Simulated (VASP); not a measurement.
**AlCo3: single point with PBEsol**

AlCo3:

```
Al Co
1.0
     3.57495    0.00000    0.00000
     0.00000    3.57495    0.00000
     0.00000    0.00000    3.57495
Al Co
1 3
Direct
  0.00000 0.00000 0.00000
  0.50000 0.50000 0.00000
  0.50000 0.00000 0.50000
  0.00000 0.50000 0.50000
```

```json
{"Program": "VASP 6.6.1", "Task": "single point", "Functional": "PBEsol", "Potentials or basis": "VASP PAW PBE potentials, release 64 (Al, Co)", "Cutoff": "520 eV", "k mesh": "2 × 2 × 2", "Occupations": "gaussian, width 0.1 eV", "Spin": "collinear spin, ferromagnetic start", "Starting moments": "[0.0, 1.48, 1.48, 1.48] μB"}
```

| Property | Result |
| --- | --- |
| Pressure | -13.4 GPa |
| Net moment | 1.61 μB per cell |
| Site moments | Al -0.01; Co +0.53 μB |
| Valence electrons inside the program's atomic spheres | Al 0.81; Co 8.30 |

Levels at points of the mesh, in eV from the Fermi level:
Spin up:
| k point | band 12 | band 13 | band 14 | band 15 | band 16 | band 17 | band 18 | band 19 | band 20 | band 21 |
| --- | --- | --- | --- | --- | --- | --- | --- | --- | --- | --- |
| (0.00, 0.00, 0.00) | -0.21 | 0.36 | 0.59 | 0.59 | 0.59 | 1.13 | 1.13 | 1.13 | 7.21 | 7.21 |
| (0.50, 0.00, 0.00) | -0.93 | -0.82 | -0.82 | -0.58 | -0.11 | 0.59 | 5.89 | 5.89 | 5.98 | 5.98 |
| (0.50, 0.50, 0.00) | -1.00 | -0.93 | -0.87 | -0.70 | -0.43 | -0.28 | 1.48 | 1.48 | 8.46 | 8.57 |
| (0.50, 0.50, 0.50) | -1.04 | -1.04 | -0.81 | -0.81 | -0.03 | 0.38 | 0.38 | 0.38 | 3.78 | 4.76 |
Spin down:
```csv
k point,band 10,band 11,band 12,band 13,band 14,band 15,band 16,band 17,band 18,band 19
"(0.00, 0.00, 0.00)",-0.39,0.47,0.47,0.74,0.97,0.97,0.97,1.19,1.19,1.19
"(0.50, 0.00, 0.00)",-0.93,-0.85,-0.28,-0.28,-0.28,-0.15,0.53,0.97,6.12,6.12
"(0.50, 0.50, 0.00)",-1.27,-0.58,-0.42,-0.42,-0.35,-0.07,0.14,0.37,1.86,1.86
"(0.50, 0.50, 0.50)",-1.33,-0.39,-0.39,-0.39,0.01,0.01,0.12,0.76,0.76,0.76
```

Wall time 100 s on 1 thread of Intel Xeon 8259CL (shared host), peak memory 0.17 GiB.

Caveat: the k points lie up to 0.88 Å⁻¹ apart, too coarse for converged energies, forces and pressures; the PAW data sets were made with another functional, which shifts forces and pressure a little.
